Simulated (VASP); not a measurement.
Write the native input for VASP 6.6.1 that does the following.

- Task: relaxation of cell and atoms
- Functional: PBE
- Potentials or basis: VASP PAW PBE potentials, release 64 (Lu, Zr_sv, Br)
- Cutoff: 600 eV
- k mesh: 3 × 3 × 4
- Occupations: gaussian, width 0.1 eV
- Spin: no spin polarisation
- Dipole correction: no
- Further INCAR settings: ALGO = Normal; EDIFF = 1e-06; IBRION = 2; EDIFFG = -0.04; NSW = 90; ISIF = 3

The structure of LuZrBr6 lies in POSCAR:

```
LuZrBr6
1.0
    7.3172806346      0.0000000000      0.0000000000
   -3.6586403173      6.3369509162      0.0000000000
    0.0000000000      0.0000000000      7.0761205514
Lu Zr Br
1 1 6
Direct
    0.0000000000      0.0000000000      0.0000000000
    0.0000000000      0.0000000000      0.5000000000
    0.2847700340      0.0000000000      0.7426890800
    0.0000000000      0.2847700340      0.7426890800
    0.7152299660      0.7152299660      0.7426890800
    0.2847700340      0.0000000000      0.2573109200
    0.0000000000      0.2847700340      0.2573109200
    0.7152299660      0.7152299660      0.2573109200
```

These files were run (other wordings do the same):

INCAR

```
SYSTEM = LuZrBr6
ALGO = Normal
EDIFF = 1E-6
EDIFFG = -0.04
ENCUT = 600
GGA = PE
IBRION = 2
ISIF = 3
ISMEAR = 0
LASPH = .TRUE.
LCHARG = .FALSE.
LREAL = .FALSE.
LWAVE = .FALSE.
NELM = 100
NSW = 90
PREC = Accurate
SIGMA = 0.1
```

KPOINTS

```
k-points
0
G
  3 3 4
  0 0 0
```

Potentials or basis: VASP PAW PBE potentials, release 64 (Lu, Zr_sv, Br).

Command:

```console
$ cat potpaw_PBE.64/Lu/POTCAR potpaw_PBE.64/Zr_sv/POTCAR potpaw_PBE.64/Br/POTCAR > POTCAR
$ mpirun -np 1 vasp_std > vasp.out
```

It gave:

```yaml
Relaxed_volume: 41.24 Å³/atom
Relaxed_cell: a = 7.331 Å, b = 7.331 Å, c = 7.089 Å, α = 90.00°, β = 90.00°, γ = 120.00°
Space_group_after_relaxing_to_0.05_Å: P-62m (No. 189)
Energy_gained_by_relaxing: 0.2 meV/atom
Ionic_steps: 3
Pressure_after_relaxing: 0.0 GPa
Largest_force_after_relaxing: 0.007 eV/Å
```

Caveat: an odd number of electrons without spin polarisation forces a metal; a magnetic or distorted state may lie lower.

Run time: 17 min on 1 thread of Oxide Virtual Turin-like Processor, on a shared host, peak memory 0.6 GiB.
